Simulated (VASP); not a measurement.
# GaN (F-43m) in VASP: further runs

The runs below take GaN through single point, with r2SCAN.

Program: VASP 6.6.1. These are calculated values, not measurements. Logs are shortened: lines on timing, memory, paths and dates and some standing lists are left out, and cuts for length are marked.

### Step 1. The cell of the first run

It takes space group F-43m (No. 216, cubic). The conventional cell has a = 4.498 Å, b = 4.498 Å, c = 4.498 Å, α = 90.00°, β = 90.00°, γ = 90.00°. Ga (site symmetry -43m) has 4 N at 1.95 Å within 2.6 Å. N (site symmetry -43m) has 4 Ga at 1.95 Å within 2.6 Å.

### Step 2. Single point, r2SCAN

POSCAR

```
GaN
1.0
    0.0000000000      2.2489367473      2.2489367473
    2.2489367473      0.0000000000      2.2489367473
    2.2489367473      2.2489367473      0.0000000000
Ga N
1 1
Direct
    0.0000000000      0.0000000000      0.0000000000
    0.7500000000      0.7500000000      0.7500000000
```

INCAR.step1

```
SYSTEM = GaN
  ALGO = Normal
  EDIFF = 1E-4
  ENCUT = 520
  GGA = PE
  ISMEAR = 0
  LASPH = .True.
  LCHARG = .False.
  LREAL = .False.
  LWAVE = .True.
  NBANDS = 16
  NELM = 80
  PREC = Accurate
  SIGMA = 0.02
```

INCAR.step2

```
SYSTEM = GaN
  ALGO = Normal
  EDIFF = 1E-6
  ENCUT = 520
  ISIF = 2
  ISMEAR = 0
  ISTART = 1
  LASPH = .True.
  LCHARG = .True.
  LELF = .True.
  LMIXTAU = .True.
  LREAL = .False.
  LVHAR = .True.
  LWAVE = .False.
  METAGGA = R2SCAN
  NBANDS = 16
  NELM = 80
  PREC = Accurate
  SIGMA = 0.02
```

KPOINTS

```
k-points
0
Gamma
  10 10 10
  0 0 0
```

Potentials or basis: VASP PAW PBE potentials, release 64 (Ga_d, N).

Launch:

```bash
cat potpaw_PBE.64/Ga_d/POTCAR potpaw_PBE.64/N/POTCAR > POTCAR
cp INCAR.step1 INCAR
mpirun -np 1 vasp_std > vasp.out
cp INCAR.step2 INCAR
mpirun -np 1 vasp_std > vasp.out
```

OUTCAR:

```text
SYSTEM = GaN
   EDIFF = 1E-6
   ENCUT = 520
   ISIF = 2
   ISMEAR = 0
   ISTART = 1
   LASPH = .True.
   LREAL = .False.
   METAGGA = R2SCAN
   NELM = 80
   PREC = Accurate

 ion  position               nearest neighbor table
   1  0.000  0.000  0.000-   2 1.95   2 1.95   2 1.95   2 1.95
   2  0.750  0.750  0.750-   1 1.95   1 1.95   1 1.95   1 1.95

  LATTYP: Found a face centered cubic cell.
 ALAT       =     4.4978734946

  Lattice vectors:

 A1 = (   0.0000000000,   2.2489367473,   2.2489367473)
 A2 = (   2.2489367473,   0.0000000000,   2.2489367473)
 A3 = (   2.2489367473,   2.2489367473,   0.0000000000)

Analysis of symmetry for initial positions (statically):
[... 5 lines left out ...]
 face centered cubic supercell.

 Subroutine GETGRP returns: Found 24 space group operations
 (whereof 24 operations were pure point group operations)
 out of a pool of 48 trial point group operations.

The static configuration has the point symmetry T_d .

Analysis of symmetry for dynamics (positions and initial velocities):
[... 5 lines left out ...]
 face centered cubic supercell.

 Subroutine GETGRP returns: Found 24 space group operations
 (whereof 24 operations were pure point group operations)
 out of a pool of 48 trial point group operations.

The dynamic configuration has the point symmetry T_d .

 Subroutine INISYM returns: Found 24 space group operations
 (whereof 24 operations are pure point group operations),
 and found     1 'primitive' translations

----------------------------------------------------------------------------------------

                                     Primitive cell

  volume of cell :      22.7490

  direct lattice vectors                    reciprocal lattice vectors
     0.000000000  2.248936747  2.248936747    -0.222327284  0.222327284  0.222327284
     2.248936747  0.000000000  2.248936747     0.222327284 -0.222327284  0.222327284
     2.248936747  2.248936747  0.000000000     0.222327284  0.222327284 -0.222327284

  length of vectors
     3.180476849  3.180476849  3.180476849     0.385082153  0.385082153  0.385082153

  position of ions in fractional coordinates (direct lattice)
     0.000000000  0.000000000  0.000000000
     0.750000000  0.750000000  0.750000000

  ion indices of the primitive-cell ions
   primitive index   ion index
                 1           1
                 2           2

----------------------------------------------------------------------------------------

 KPOINTS: k-points

Automatic generation of k-mesh.
 Grid dimensions read from file:
 generate k-points for:   10   10   10

 Generating k-lattice:

  Cartesian coordinates                     Fractional coordinates (reciprocal lattice)
    -0.022232728  0.022232728  0.022232728     0.100000000  0.000000000  0.000000000
     0.022232728 -0.022232728  0.022232728     0.000000000  0.100000000  0.000000000
     0.022232728  0.022232728 -0.022232728     0.000000000  0.000000000  0.100000000

  Length of vectors
     0.038508215  0.038508215  0.038508215

  Shift w.r.t. Gamma in fractional coordinates (k-lattice)
     0.000000000  0.000000000  0.000000000

 Subroutine IBZKPT returns following result:
 ===========================================

 Found     47 irreducible k-points:

 Following reciprocal coordinates:
            Coordinates               Weight
  0.000000  0.000000  0.000000      1.000000
  0.100000  0.000000  0.000000      8.000000
  0.200000  0.000000  0.000000      8.000000
  0.300000  0.000000  0.000000      8.000000
  0.400000  0.000000  0.000000      8.000000
  0.500000  0.000000  0.000000      4.000000
[... 16 lines left out ...]
  0.300000  0.300000  0.000000      6.000000
  0.400000  0.300000  0.000000     24.000000
 [... further k-points ...]
   k-points           NKPTS =     47   k-points in BZ     NKDIM =     47   number of bands    NBANDS=     16
   number of dos      NEDOS =    301   number of ions     NIONS =      2
   total plane-waves  NPLWV =  13824
   dimension x,y,z NGX =    24 NGY =   24 NGZ =   24
   dimension x,y,z NGXF=    48 NGYF=   48 NGZF=   48
   ions per type =               1   1
   NGX,Y,Z   is equivalent  to a cutoff of  12.54, 12.54, 12.54 a.u.
   NGXF,Y,Z  is equivalent  to a cutoff of  25.09, 25.09, 25.09 a.u.
 SYSTEM =  GaN
   PREC   = accura    normal or accurate (medium, high low for compatibility)
   ISTART =      1    job   : 0-new  1-cont  2-samecut
   ICHARG =      0    charge: 1-file 2-atom 10-const
   ISPIN  =      1    spin polarized calculation?
   LNONCOLLINEAR =      F non collinear calculations
   LSORBIT =      F    spin-orbit coupling
   LASPH  =      T    aspherical Exc in radial PAW
   ENCUT  =  520.0 eV  38.22 Ry    6.18 a.u.   5.91  5.91  5.91*2*pi/ulx,y,z
   NELM   =     80;   NELMIN=  2; NELMDL=  0     # of ELM steps
   EDIFF  = 0.1E-05   stopping-criterion for ELM
   LREAL  =      F    real-space projection
   EDIFFG = 0.1E-04   stopping-criterion for IOM
   NSW    =      0    number of steps for IOM
   IBRION =     -1    ionic relax: 0-MD 1-quasi-New 2-CG
   NFREE  =      0    steps in history (QN), initial steepest desc. (CG)
   ISIF   =      2    stress and relaxation
   ISYM   =      2    0-nonsym 1-usesym 2-fastsym
   POTIM  = 0.5000    time-step for ionic-motion
   TEBEG  =    0.0;   TEEND  =   0.0 temperature during run
   PSTRESS=    0.0 pullay stress
   NELECT =      18.0000    total number of electrons
   NUPDOWN=      -1.0000    fix difference up-down
   EMIN   =  10.00;   EMAX   =-10.00  energy-range for DOS
   EFERMI =   0.00;   METHOD = LEGACY
   ISMEAR =     0;   SIGMA  =   0.02  broadening in eV -4-tet -1-fermi 0-gaus
   EFERMI_NEDOS =   21; number of points for ismear=-14 and -15
   IALGO  =     38    algorithm
   IMIX   =      4    mixing-type and parameters
     AMIX     =   0.40;   BMIX     =  1.00
     AMIX_MAG =   1.60;   BMIX_MAG =  1.00
  volume/ion in A,a.u.               =      11.37        76.76
  Fermi-wavevector in a.u.,A,eV,Ry     =   1.514183  2.861391 31.194768  2.292751
  Thomas-Fermi vector in A             =   2.623875
   LORBIT       =      0    0 simple, 1 ext, 2 COOP (PROOUT), +10 PAW based schemes
   METAGGA = R2SCAN    functional components
   LHFCALC =     F    Hartree Fock is set to
   AEXX    =    0.0000 exact exchange contribution
   IVDW    =     0    specifies the selected vdW correction
   LEPSILON=     F    determine dielectric tensor
   LRPA    =     F    only Hartree local field effects (RPA)
 non-spin polarized calculation
 Gauss-broadening in eV      SIGMA  =   0.02
  energy-cutoff  :      520.00
  volume of cell :       22.75
 maximum number of plane-waves:       622
   NGX = 11   NGY = 11   NGZ = 11

 number of electron      18.0000009 magnetization

 Free energy of the ion-electron system (eV)
  ---------------------------------------------------
  ext. energy  EPLUGINS =         0.00000000
  ---------------------------------------------------
  free energy    TOTEN  =       -21.89635205 eV

  energy without entropy =      -21.89635205  energy(sigma->0) =      -21.89635205

 E-fermi :   5.2505     XC(G=0): -12.6708

 val. band max:        5.0827377681   @ k =   0.0000   0.0000   0.0000
 cond. band min:       7.2425593800   @ k =   0.0000   0.0000   0.0000
 fundamental gap:      2.1598216119
 Fermi energy:         5.2505036446

 k-point     1 :       0.0000    0.0000    0.0000
  band No.  band energies     occupation
      1     -11.7005      2.00000
      2      -8.7525      2.00000
      3      -8.7525      2.00000
      4      -8.7525      2.00000
      5      -8.3953      2.00000
      6      -8.3953      2.00000
[... 8 lines left out ...]
     15      24.8574      0.00000
     16      24.8574      0.00000

 k-point     2 :       0.1000    0.0000    0.0000
  band No.  band energies     occupation
      1     -11.5885      2.00000
      2      -8.7380      2.00000
      3      -8.7380      2.00000
      4      -8.7124      2.00000
      5      -8.3965      2.00000
      6      -8.3965      2.00000
[... 8 lines left out ...]
     15      23.4354      0.00000
     16      23.5483      0.00000

 k-point     3 :       0.2000    0.0000    0.0000
  band No.  band energies     occupation
      1     -11.3016      2.00000
      2      -8.7041      2.00000
      3      -8.7041      2.00000
      4      -8.5512      2.00000
      5      -8.3953      2.00000
      6      -8.3953      2.00000
[... 8 lines left out ...]
     15      22.6451      0.00000
     16      22.6451      0.00000

 k-point     4 :       0.3000    0.0000    0.0000
  band No.  band energies     occupation
      1     -10.9796      2.00000
      2      -8.6725      2.00000
      3      -8.6725      2.00000
      4      -8.3822      2.00000
      5      -8.3821      2.00000
      6      -8.1745      2.00000
[... 8 lines left out ...]
     15      23.2039      0.00000
     16      23.2040      0.00000

 k-point     5 :       0.4000    0.0000    0.0000
  band No.  band energies     occupation
      1     -10.7672      2.00000
      2      -8.6573      2.00000
      3      -8.6573      2.00000
      4      -8.3603      2.00000
      5      -8.3603      2.00000
      6      -7.6035      2.00000
[... 8 lines left out ...]
     15      24.7502      0.00000
     16      24.7503      0.00000

 k-point     6 :       0.5000    0.0000    0.0000
  band No.  band energies     occupation
      1     -10.7004      2.00000
      2      -8.6539      2.00000
      3      -8.6539      2.00000
      4      -8.3492      2.00000
      5      -8.3492      2.00000
      6      -7.2671      2.00000
[... 8 lines left out ...]
     15      25.8893      0.00000
     16      25.8894      0.00000
[... 267 lines left out ...]
 k-point    21 :      -0.3000    0.2000    0.0000
  band No.  band energies     occupation
      1     -10.6921      2.00000
      2      -8.6413      2.00000
      3      -8.6013      2.00000
      4      -8.4023      2.00000
      5      -8.4002      2.00000
      6      -7.4797      2.00000
[... 8 lines left out ...]
     15      23.4373      0.00000
     16      26.7373      0.00000

 k-point    22 :      -0.2000    0.2000    0.0000
  band No.  band energies     occupation
      1     -10.8799      2.00000
      2      -8.6518      2.00000
      3      -8.6418      2.00000
      4      -8.4175      2.00000
      5      -8.4119      2.00000
      6      -8.0041      2.00000
[... 8 lines left out ...]
     15      23.4743      0.00000
     16      26.7187      0.00000

 k-point    23 :       0.3000    0.3000    0.0000
  band No.  band energies     occupation
      1     -10.7824      2.00000
      2      -8.5781      2.00000
      3      -8.5508      2.00000
      4      -8.5508      2.00000
      5      -8.3425      2.00000
      6      -7.9977      2.00000
[... 8 lines left out ...]
     15      27.9625      0.00000
     16      28.6989      0.00000

 k-point    24 :       0.4000    0.3000    0.0000
  band No.  band energies     occupation
      1     -10.6364      2.00000
      2      -8.5974      2.00000
      3      -8.5130      2.00000
      4      -8.5098      2.00000
      5      -8.3325      2.00000
      6      -7.5767      2.00000
[... 8 lines left out ...]
     15      28.4585      0.00000
     16      28.5427      0.00000

 [... further k-points ...]
[... 5 lines left out ...]
  --------------------------------------------------------------------------------------
  -------------------------------------------------------------------------------------
  Total        0.1517029      0.1517029      0.1517029     -0.0000000     -0.0000000      0.0000000
  in kB       10.6842193     10.6842193     10.6842193     -0.0000000     -0.0000000      0.0000000
  external PRESSURE =      10.6842193 kB  Pullay stress =       0.0000000 kB

 VOLUME and BASIS-vectors are now :
 -----------------------------------------------------------------------------
  energy-cutoff  :      520.00
  volume of cell :       22.75
      direct lattice vectors                 reciprocal lattice vectors
     0.000000000  2.248936747  2.248936747    -0.222327284  0.222327284  0.222327284
     2.248936747  0.000000000  2.248936747     0.222327284 -0.222327284  0.222327284
     2.248936747  2.248936747  0.000000000     0.222327284  0.222327284 -0.222327284

 POSITION                                       TOTAL-FORCE (eV/Angst)
 -----------------------------------------------------------------------------------
      0.00000      0.00000      0.00000         0.000000      0.000000      0.000000
      3.37341      3.37341      3.37341        -0.000000     -0.000000     -0.000000
 -----------------------------------------------------------------------------------
    total drift:                               -0.000008     -0.000008     -0.000008

  FREE ENERGIE OF THE ION-ELECTRON SYSTEM (eV)
  ---------------------------------------------------
  free  energy   TOTEN  =       -21.8963520530 eV

  energy  without entropy=      -21.8963520530  energy(sigma->0) =      -21.89635205
```

It took 47 s on 1 thread of AMD EPYC 9R45 (Zen 5), shared host; peak memory 0.12 GiB.

Results:

```yaml
Free_energy: -21.8964 eV
Pressure: 1.1 GPa
Band_gap_on_the_k_mesh: 2.16 eV, direct
```

Caveat: the PAW data sets were made with another functional, which shifts forces and pressure a little. r2SCAN opens gaps a little over a GGA but as a rule still falls short of measured ones.

### Step 3. Single point, r2SCAN (volume scaled by 0.94)

POSCAR

```
GaN
1.0
    0.0000000000      2.2030272007      2.2030272007
    2.2030272007      0.0000000000      2.2030272007
    2.2030272007      2.2030272007      0.0000000000
Ga N
1 1
Direct
    0.0000000000      0.0000000000      0.0000000000
    0.7500000000      0.7500000000      0.7500000000
```

INCAR.step1

```
SYSTEM = GaN
ALGO = Normal
EDIFF = 1E-4
ENCUT = 520
GGA = PE
ISMEAR = 0
LASPH = .TRUE.
LCHARG = .FALSE.
LREAL = .FALSE.
LWAVE = .TRUE.
NBANDS = 16
NELM = 100
PREC = Accurate
SIGMA = 0.02
```

INCAR.step2

```
SYSTEM = GaN
ALGO = Normal
EDIFF = 1E-6
ENCUT = 520
ISIF = 2
ISMEAR = 0
ISTART = 1
LASPH = .TRUE.
LCHARG = .FALSE.
LMIXTAU = .TRUE.
LREAL = .FALSE.
LWAVE = .FALSE.
METAGGA = R2SCAN
NBANDS = 16
NELM = 100
PREC = Accurate
SIGMA = 0.02
```

KPOINTS

```
k-points
0
G
  10 10 10
  0 0 0
```

Potentials or basis: VASP PAW PBE potentials, release 64 (Ga_d, N).

Launch:

```bash
cat potpaw_PBE.64/Ga_d/POTCAR potpaw_PBE.64/N/POTCAR > POTCAR
cp INCAR.step1 INCAR
mpirun -np 1 vasp_std > vasp.out
cp INCAR.step2 INCAR
mpirun -np 1 vasp_std > vasp.out
```

It took 36 s on 1 thread of Intel Xeon Platinum 8559C (Emerald Rapids), shared host; peak memory 0.15 GiB.

Results (log left out):

- Free energy: -21.8290 eV
- Pressure: 15.2 GPa
- Band gap on the k mesh: 2.57 eV, direct

Levels at points of the mesh, in eV from the valence-band top:
| k point | band 6 | band 7 | band 8 | band 9 | band 10 | band 11 | band 12 | band 13 |
| --- | --- | --- | --- | --- | --- | --- | --- | --- |
| (0.00, 0.00, 0.00) | -13.47 | 0.00 | 0.00 | 0.00 | 2.57 | 11.45 | 11.45 | 11.45 |
| (0.50, 0.00, 0.00) | -12.33 | -7.63 | -1.09 | -1.09 | 5.65 | 9.80 | 11.36 | 11.36 |
| (0.50, 0.50, 0.00) | -11.96 | -6.52 | -3.04 | -3.04 | 3.79 | 7.65 | 13.13 | 15.71 |

Caveat: the PAW data sets were made with another functional, which shifts forces and pressure a little.

### Step 4. Single point, r2SCAN (volume scaled by 0.97)

POSCAR

```
GaN
1.0
    0.0000000000      2.2262186649      2.2262186649
    2.2262186649      0.0000000000      2.2262186649
    2.2262186649      2.2262186649      0.0000000000
Ga N
1 1
Direct
    0.0000000000      0.0000000000      0.0000000000
    0.7500000000      0.7500000000      0.7500000000
```

INCAR.step1

```
SYSTEM = GaN
ALGO = Normal
EDIFF = 1E-4
ENCUT = 520
GGA = PE
ISMEAR = 0
LASPH = .True.
LCHARG = .False.
LREAL = .False.
LWAVE = .True.
NBANDS = 16
NELM = 60
PREC = Accurate
SIGMA = 0.02
```

INCAR.step2

```
SYSTEM = GaN
ALGO = Normal
EDIFF = 1E-6
ENCUT = 520
ISIF = 2
ISMEAR = 0
ISTART = 1
LASPH = .True.
LCHARG = .False.
LMIXTAU = .True.
LREAL = .False.
LWAVE = .False.
METAGGA = R2SCAN
NBANDS = 16
NELM = 60
PREC = Accurate
SIGMA = 0.02
```

KPOINTS

```
k-points
0
Gamma
  10 10 10
  0 0 0
```

Launch:

```bash
cat potpaw_PBE.64/Ga_d/POTCAR potpaw_PBE.64/N/POTCAR > POTCAR
cp INCAR.step1 INCAR
mpirun -np 1 vasp_std > vasp.out
cp INCAR.step2 INCAR
mpirun -np 1 vasp_std > vasp.out
```

Wall time 37 s (1 thread of Intel Xeon Platinum 8559C (Emerald Rapids), shared host); peak memory 0.15 GiB.

It converged, with:

```yaml
Free_energy: -21.8777 eV
Pressure: 7.6 GPa
Band_gap_on_the_k_mesh: 2.36 eV, direct
```

Levels at points of the mesh, in eV from the valence-band top:
```csv
k point,band 5,band 6,band 7,band 8,band 9,band 10,band 11,band 12,band 13,band 14
"(0.00, 0.00, 0.00)",-13.47,-13.47,0.00,0.00,0.00,2.36,11.24,11.24,11.24,19.07
"(0.50, 0.00, 0.00)",-13.42,-12.34,-7.41,-1.04,-1.04,5.42,9.64,11.20,11.20,16.84
"(0.50, 0.50, 0.00)",-13.38,-11.96,-6.37,-2.92,-2.92,3.78,7.47,12.87,15.35,15.35
```

Caveat: the PAW data sets were made with another functional, which shifts forces and pressure a little.

### Step 5. Single point, r2SCAN

POSCAR

```
GaN
1.0
    0.0000000000      2.2489367510      2.2489367510
    2.2489367510      0.0000000000      2.2489367510
    2.2489367510      2.2489367510      0.0000000000
Ga N
1 1
Direct
    0.0000000000      0.0000000000      0.0000000000
    0.7500000000      0.7500000000      0.7500000000
```

INCAR.step1

```
SYSTEM = GaN
  ALGO = Normal
  EDIFF = 1E-4
  ENCUT = 520
  GGA = PE
  ISMEAR = 0
  LASPH = .True.
  LCHARG = .False.
  LREAL = .False.
  LWAVE = .True.
  NBANDS = 16
  NELM = 80
  PREC = Accurate
  SIGMA = 0.02
```

INCAR.step2

```
SYSTEM = GaN
  ALGO = Normal
  EDIFF = 1E-6
  ENCUT = 520
  ISIF = 2
  ISMEAR = 0
  ISTART = 1
  LASPH = .True.
  LCHARG = .True.
  LELF = .True.
  LMIXTAU = .True.
  LREAL = .False.
  LVHAR = .True.
  LWAVE = .False.
  METAGGA = R2SCAN
  NBANDS = 16
  NELM = 80
  PREC = Accurate
  SIGMA = 0.02
```

KPOINTS is that of step 4.

Launch:

```bash
cat potpaw_PBE.64/Ga_d/POTCAR potpaw_PBE.64/N/POTCAR > POTCAR
cp INCAR.step1 INCAR
mpirun -np 1 vasp_std > vasp.out
cp INCAR.step2 INCAR
mpirun -np 1 vasp_std > vasp.out
```

It took 33 s on 1 thread of Intel Xeon Platinum 8559C (Emerald Rapids), shared host; peak memory 0.15 GiB.

It converged, with:

```
Free energy            : -21.8964 eV
Pressure               : 1.1 GPa
Band gap on the k mesh : 2.16 eV, direct
```

Levels at points of the mesh, in eV from the valence-band top:
| k point | band 5 | band 6 | band 7 | band 8 | band 9 | band 10 | band 11 | band 12 | band 13 | band 14 |
| --- | --- | --- | --- | --- | --- | --- | --- | --- | --- | --- |
| (0.00, 0.00, 0.00) | -13.48 | -13.48 | 0.00 | 0.00 | 0.00 | 2.16 | 11.04 | 11.04 | 11.04 | 18.64 |
| (0.50, 0.00, 0.00) | -13.43 | -12.35 | -7.20 | -1.00 | -1.00 | 5.21 | 9.47 | 11.03 | 11.03 | 16.56 |
| (0.50, 0.50, 0.00) | -13.40 | -11.97 | -6.24 | -2.80 | -2.80 | 3.77 | 7.28 | 12.63 | 15.01 | 15.01 |

Caveat: the PAW data sets were made with another functional, which shifts forces and pressure a little.

### Step 6. The runs side by side

```tsv
cell	gap on the mesh (eV)	pressure (GPa)
a = 3.180 Å, angles 60.0°, 2 atoms	2.16	1.1
a = 3.116 Å, angles 60.0°, 2 atoms	2.57	15.2
a = 3.148 Å, angles 60.0°, 2 atoms	2.36	7.6
```

Alike in all rows: task single point; level r2SCAN; potentials or basis VASP PAW PBE potentials, release 64 (Ga_d, N); no spin polarisation; k mesh 10 × 10 × 10; cutoff (eV) 520; smearing gaussian 0.02 eV.

Caveats: the PAW data sets were made with another functional, which shifts forces and pressure a little.

Absolute energies hang on the potentials; compare differences alone.
